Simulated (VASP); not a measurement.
# Re (P6_3/mmc) in VASP: notebook

Aim: see how the results for Re move with the level of theory and the settings. Levels: PBEsol-based global hybrid with 25 % exact exchange, PBE. Tasks: single point.

Program: VASP 6.6.1. These are calculated values, not measurements. Logs are shortened: lines on timing, memory, paths and dates and some standing lists are left out, and cuts for length are marked.

## 1. The cell of the first run

It takes space group P6_3/mmc (No. 194, hexagonal). The conventional cell has a = 2.761 Å, b = 2.761 Å, c = 4.458 Å, α = 90.00°, β = 90.00°, γ = 120.00°. Re (site symmetry -6m2) has 12 Re at 2.74 to 2.76 Å within 3.6 Å.

## 2. Single point, PBEsol-based global hybrid with 25 % exact exchange

The input, POSCAR:

```
Re
1.0
    2.7608000000      0.0000000000      0.0000000000
   -1.3804000000      2.3909229348      0.0000000000
    0.0000000000      0.0000000000      4.4582000000
Re
2
Direct
    0.6666666667      0.3333333333      0.7500000000
    0.3333333333      0.6666666667      0.2500000000
```

The input, INCAR.step1:

```
ALGO = Normal ; EDIFF = 1E-5
ENCUT = 520 ; GGA = PE
ISIF = 2 ; ISMEAR = -1
LASPH = True ; LCHARG = False
LREAL = False ; LWAVE = True
NBANDS = 14 ; NELM = 100
PREC = Accurate ; SIGMA = 0.05
```

The input, INCAR.step2:

```
AEXX = 0.25 ; ALGO = Normal
EDIFF = 1E-6 ; ENCUT = 520
GGA = PS ; ISIF = 2
ISMEAR = -1 ; ISTART = 1
LASPH = True ; LCHARG = False
LHFCALC = True ; LREAL = False
LWAVE = False ; NBANDS = 14
NELM = 100 ; PREC = Accurate
PRECFOCK = Normal ; SIGMA = 0.05
```

The input, KPOINTS:

```
k-points
0
Gamma
  6 6 3
```

Potentials or basis: VASP PAW PBE potentials, release 64 (Re).

On the command line:

```console
$ cat potpaw_PBE.64/Re/POTCAR > POTCAR
$ cp INCAR.step1 INCAR
$ mpirun -np 1 vasp_std > vasp.out
$ cp INCAR.step2 INCAR
$ mpirun -np 1 vasp_std > vasp.out
```

OUTCAR:

```text
AEXX = 0.25
   EDIFF = 1E-6
   ENCUT = 520
   GGA = PS
   ISIF = 2
   ISMEAR = -1
   ISTART = 1
   LASPH = True
   LHFCALC = True
   LREAL = False
   NELM = 100
   PREC = Accurate
   PRECFOCK = Normal

 ion  position               nearest neighbor table
   1  0.667  0.333  0.750-   2 2.74   2 2.74   2 2.74   2 2.74   2 2.74   2 2.74
   2  0.333  0.667  0.250-   1 2.74   1 2.74   1 2.74   1 2.74   1 2.74   1 2.74

  LATTYP: Found a hexagonal cell.
 ALAT       =     2.7608000000
 C/A-ratio  =     1.6148217908

  Lattice vectors:

 A1 = (   2.7608000000,   0.0000000000,   0.0000000000)
 A2 = (  -1.3804000000,   2.3909229348,   0.0000000000)
 A3 = (   0.0000000000,   0.0000000000,   4.4582000000)

Analysis of symmetry for initial positions (statically):
=====================================================================
 Subroutine PRICEL returns:
 Original cell was already a primitive cell.

 Routine SETGRP: Setting up the symmetry group for a
 hexagonal supercell.

 Subroutine GETGRP returns: Found 24 space group operations
 (whereof 12 operations were pure point group operations)
 out of a pool of 24 trial point group operations.

The static configuration has the point symmetry D_3d.
 The point group associated with its full space group is D_6h.

Analysis of symmetry for dynamics (positions and initial velocities):
=====================================================================
 Subroutine PRICEL returns:
 Original cell was already a primitive cell.

 Routine SETGRP: Setting up the symmetry group for a
 hexagonal supercell.

 Subroutine GETGRP returns: Found 24 space group operations
 (whereof 12 operations were pure point group operations)
 out of a pool of 24 trial point group operations.

The dynamic configuration has the point symmetry D_3d.
 The point group associated with its full space group is D_6h.

 Subroutine INISYM returns: Found 24 space group operations
 (whereof 12 operations are pure point group operations),
 and found     1 'primitive' translations

----------------------------------------------------------------------------------------

                                     Primitive cell

  volume of cell :      29.4280

  direct lattice vectors                    reciprocal lattice vectors
     2.760800000  0.000000000  0.000000000     0.362213851  0.209124264  0.000000000
    -1.380400000  2.390922935  0.000000000     0.000000000  0.418248529  0.000000000
     0.000000000  0.000000000  4.458200000     0.000000000  0.000000000  0.224305774

  length of vectors
     2.760800000  2.760800000  4.458200000     0.418248529  0.418248529  0.224305774

  position of ions in fractional coordinates (direct lattice)
     0.666666667  0.333333333  0.750000000
     0.333333333  0.666666667  0.250000000

  ion indices of the primitive-cell ions
   primitive index   ion index
                 1           1
                 2           2

----------------------------------------------------------------------------------------

 KPOINTS: k-points

Automatic generation of k-mesh.
 Grid dimensions read from file:
 generate k-points for:    6    6    3

 Generating k-lattice:

  Cartesian coordinates                     Fractional coordinates (reciprocal lattice)
     0.060368975  0.034854044  0.000000000     0.166666667 -0.000000000  0.000000000
     0.000000000  0.069708088  0.000000000     0.000000000  0.166666667  0.000000000
     0.000000000  0.000000000  0.074768591     0.000000000  0.000000000  0.333333333

  Length of vectors
     0.069708088  0.069708088  0.074768591

  Shift w.r.t. Gamma in fractional coordinates (k-lattice)
     0.000000000  0.000000000  0.000000000

 Subroutine IBZKPT returns following result:
 ===========================================

 Found     14 irreducible k-points:

 Following reciprocal coordinates:
            Coordinates               Weight
  0.000000  0.000000  0.000000      1.000000
  0.166667 -0.000000  0.000000      6.000000
  0.333333 -0.000000  0.000000      6.000000
  0.500000 -0.000000  0.000000      3.000000
  0.166667  0.166667  0.000000      6.000000
  0.333333  0.166667  0.000000     12.000000
  0.333333  0.333333  0.000000      2.000000
  0.000000  0.000000  0.333333      2.000000
  0.166667 -0.000000  0.333333     12.000000
  0.333333 -0.000000  0.333333     12.000000
  0.500000 -0.000000  0.333333      6.000000
  0.166667  0.166667  0.333333     12.000000
  0.333333  0.166667  0.333333     24.000000
  0.333333  0.333333  0.333333      4.000000
   k-points           NKPTS =     14   k-points in BZ     NKDIM =    108   number of bands    NBANDS=     14
   number of dos      NEDOS =    301   number of ions     NIONS =      2
   total plane-waves  NPLWV =  20736
   dimension x,y,z NGX =    24 NGY =   24 NGZ =   36
   dimension x,y,z NGXF=    48 NGYF=   48 NGZF=   72
   ions per type =               2
   NGX,Y,Z   is equivalent  to a cutoff of  14.45, 14.45, 13.42 a.u.
   NGXF,Y,Z  is equivalent  to a cutoff of  28.90, 28.90, 26.85 a.u.
 SYSTEM =  unknown system
   PREC   = accura    normal or accurate (medium, high low for compatibility)
   ISTART =      1    job   : 0-new  1-cont  2-samecut
   ICHARG =      0    charge: 1-file 2-atom 10-const
   ISPIN  =      1    spin polarized calculation?
   LNONCOLLINEAR =      F non collinear calculations
   LSORBIT =      F    spin-orbit coupling
   LASPH  =      T    aspherical Exc in radial PAW
   ENCUT  =  520.0 eV  38.22 Ry    6.18 a.u.   5.13  5.13  8.29*2*pi/ulx,y,z
   NELM   =    100;   NELMIN=  2; NELMDL=  0     # of ELM steps
   EDIFF  = 0.1E-05   stopping-criterion for ELM
   LREAL  =      F    real-space projection
   EDIFFG = 0.1E-04   stopping-criterion for IOM
   NSW    =      0    number of steps for IOM
   IBRION =     -1    ionic relax: 0-MD 1-quasi-New 2-CG
   NFREE  =      0    steps in history (QN), initial steepest desc. (CG)
   ISIF   =      2    stress and relaxation
   ISYM   =      3    0-nonsym 1-usesym 2-fastsym
   POTIM  = 0.5000    time-step for ionic-motion
   TEBEG  =    0.0;   TEEND  =   0.0 temperature during run
   PSTRESS=    0.0 pullay stress
   NELECT =      14.0000    total number of electrons
   NUPDOWN=      -1.0000    fix difference up-down
   EMIN   =  10.00;   EMAX   =-10.00  energy-range for DOS
   EFERMI =   0.00;   METHOD = LEGACY
   ISMEAR =    -1;   SIGMA  =   0.05  broadening in eV -4-tet -1-fermi 0-gaus
   EFERMI_NEDOS =   21; number of points for ismear=-14 and -15
   IALGO  =     38    algorithm
   IMIX   =      1    mixing-type and parameters
     AMIX     =   0.40;   BMIX     =  1.00
     AMIX_MAG =   1.60;   BMIX_MAG =  1.00
  volume/ion in A,a.u.               =      14.71        99.29
  Fermi-wavevector in a.u.,A,eV,Ry     =   1.278000  2.415070 22.222174  1.633284
  Thomas-Fermi vector in A             =   2.410568
   LORBIT       =      0    0 simple, 1 ext, 2 COOP (PROOUT), +10 PAW based schemes
   GGA     = PS    functional components
   LHFCALC =     T    Hartree Fock is set to
   PRECFOCK=normal    Normal, Fast or Accurate (Low or Medium for compatibility)
   ENCUT4O =  -1.0   cutoff for four orbital integrals eV
   NKREDX  =     1    reduce k-point grid by
   NKREDY  =     1    reduce k-point grid by
   NKREDZ  =     1    reduce k-point grid by
   AEXX    =    0.2500 exact exchange contribution
   HFSCREEN=    0.0000 screening length (either q_TF or 0.3 A-1)
   HFSCREENC=   0.0000 screening length for correlation (either q_TF or 0.3 A-1)
   ENCUTFOCK=  -1.0 apply spherical cutoff to Coloumb kernel
   IVDW    =     0    specifies the selected vdW correction
   LEPSILON=     F    determine dielectric tensor
   LRPA    =     F    only Hartree local field effects (RPA)
 non-spin polarized calculation
  energy-cutoff  :      520.00
  volume of cell :       29.43
 maximum number of plane-waves:       801
 NGX is ok and might be reduce to    24
  NGX = 16; NGY = 16; NGZ = 28

 number of electron      14.0000023 magnetization

 Free energy of the ion-electron system (eV)
  ---------------------------------------------------
  ext. energy  EPLUGINS =         0.00000000
  ---------------------------------------------------
  free energy    TOTEN  =       -32.54897292 eV

  energy without entropy =      -32.53385189  energy(sigma->0) =      -32.54141241

 E-fermi :   7.2240     XC(G=0): -10.8231

 val. band max:        6.7771689225   @ k =   0.1667  -0.0000   0.0000
 cond. band min:       7.2407932691   @ k =   0.3333   0.1667   0.3333
 fundamental gap:      0.4636243466
 Fermi energy:         7.2239574321

 k-point     1 :       0.0000    0.0000    0.0000
  band No.  band energies     occupation
      1      -4.0512      2.00000
      2      -0.5489      2.00000
      3       5.1403      2.00000
      4       5.1403      2.00000
      5       5.1703      2.00000
      6       6.2085      2.00000
      7       6.2085      2.00000
      8       7.9377      0.00000
      9       7.9377      0.00000
     10       8.1399      0.00000
     11      11.7496      0.00000
     12      11.7496      0.00000
     13      18.9601      0.00000
     14      23.0889      0.00000

 k-point     2 :       0.1667   -0.0000    0.0000
  band No.  band energies     occupation
      1      -2.8546      2.00000
      2       0.4864      2.00000
      3       3.7456      2.00000
      4       4.7142      2.00000
      5       5.3576      2.00000
      6       6.4429      2.00000
      7       6.4743      2.00000
      8       6.6936      1.99995
      9       6.7772      1.99974
     10       7.9992      0.00000
     11      12.2557      0.00000
     12      15.1074      0.00000
     13      18.7775      0.00000
     14      25.2468      0.00000
[... 173 lines left out ...]
      1       0.3700      2.00000
      2       1.3805      2.00000
      3       2.1626      2.00000
      4       3.5183      2.00000
      5       4.1873      2.00000
      6       5.7199      2.00000
      7       7.2408      0.83321
      8       9.4324      0.00000
      9      11.2110      0.00000
     10      13.0435      0.00000
     11      14.3729      0.00000
     12      15.7109      0.00000
     13      19.3470      0.00000
     14      21.2995      0.00000

 k-point    14 :       0.3333    0.3333    0.3333
  band No.  band energies     occupation
      1       1.9366      2.00000
      2       1.9367      2.00000
      3       2.0192      2.00000
      4       3.0801      2.00000
      5       4.4671      2.00000
      6       4.4675      2.00000
      7       7.5997      0.00109
      8       9.2479      0.00000
      9      11.7197      0.00000
     10      11.7199      0.00000
     11      16.8378      0.00000
     12      16.8378      0.00000
     13      19.9940      0.00000
     14      21.1489      0.00000

------------------------ aborting loop because EDIFF is reached ----------------------------------------

  FORCE on cell =-STRESS in cart. coord.  units (eV):
  Direction    XX          YY          ZZ          XY          YZ          ZX
  --------------------------------------------------------------------------------------
  -------------------------------------------------------------------------------------
  Total       -2.3508191     -2.3508191     -4.1075958      0.0000000     -0.0000000      0.0000000
  in kB     -127.9881372   -127.9881372   -223.6341930      0.0000000     -0.0000000      0.0000000
  external PRESSURE =    -159.8701558 kB  Pullay stress =       0.0000000 kB

 VOLUME and BASIS-vectors are now :
 -----------------------------------------------------------------------------
  energy-cutoff  :      520.00
  volume of cell :       29.43
      direct lattice vectors                 reciprocal lattice vectors
     2.760800000  0.000000000  0.000000000     0.362213851  0.209124264  0.000000000
    -1.380400000  2.390922935  0.000000000     0.000000000  0.418248529  0.000000000
     0.000000000  0.000000000  4.458200000     0.000000000  0.000000000  0.224305774

 POSITION                                       TOTAL-FORCE (eV/Angst)
 -----------------------------------------------------------------------------------
      1.38040      0.79697      3.34365        -0.000000     -0.000000     -0.000000
     -0.00000      1.59395      1.11455         0.000000      0.000000      0.000000
 -----------------------------------------------------------------------------------
    total drift:                               -0.000000      0.000000     -0.000117

  FREE ENERGIE OF THE ION-ELECTRON SYSTEM (eV)
  ---------------------------------------------------
  free  energy   TOTEN  =       -32.5489729246 eV

  energy  without entropy=      -32.5338518881  energy(sigma->0) =      -32.54141241
```

Run time: 18 min. Hardware: 1 thread of Intel Xeon Platinum 8488C (Sapphire Rapids), shared host; peak memory 0.17 GiB.

Results:

| Property | Result |
| --- | --- |
| Free energy | -32.5490 eV |
| Pressure | -16.0 GPa |
| Band gap on the k mesh | zero (bands 7 and 8 overlap by 3.87 eV) |

Caveat: the k points lie up to 0.47 Å⁻¹ apart, too coarse for converged energies and pressures of a metal; the PAW data sets were made with another functional, which shifts forces and pressure a little; spin-orbit coupling is left out, which moves the levels of the heavy elements.

## 3. Single point, PBE

The input, INCAR:

```
SYSTEM = Re
PREC = Accurate ; ENCUT = 520
EDIFF = 1E-6 ; ISMEAR = 0
SIGMA = 0.013000000000000001 ; LREAL = .FALSE.
LASPH = .TRUE. ; NELM = 80
ALGO = Normal ; ISIF = 2
LWAVE = .FALSE. ; LCHARG = .FALSE.
GGA = PE ; NBANDS = 14
```

The input, KPOINTS:

```
Automatic mesh
0
G
  11 11 6
  0 0 0
```

POSCAR is that of step 2.

Potentials or basis: VASP PAW PBE potentials, release 64 (Re).

On the command line:

```console
$ cat potpaw_PBE.64/Re/POTCAR > POTCAR
$ mpirun -np 1 vasp_std > vasp.out
```

It took 28 s on 1 thread of Intel Xeon 8259CL, shared host; peak memory 0.17 GiB.

Results (log left out):

- Free energy: -24.8402 eV
- Pressure: 5.4 GPa
- Band gap on the k mesh: zero (bands 7 and 8 overlap by 3.05 eV)

Stress tensor (GPa, compression positive):
```
5.75 0.00 0.00
0.00 5.75 0.00
0.00 0.00 4.77
```

Levels at points of the mesh, in eV from the Fermi level:
```
           k point  band 5  band 6  band 7  band 8  band 9  band 10
(0.00, 0.00, 0.00)   -1.62   -0.78   -0.78    0.15    0.15     0.58
(0.00, 0.00, 0.50)   -1.75   -1.75   -1.75   -1.75    2.51     2.51
```

Caveat: the cell stands under pressure; spin-orbit coupling is left out, which moves the levels of the heavy elements.
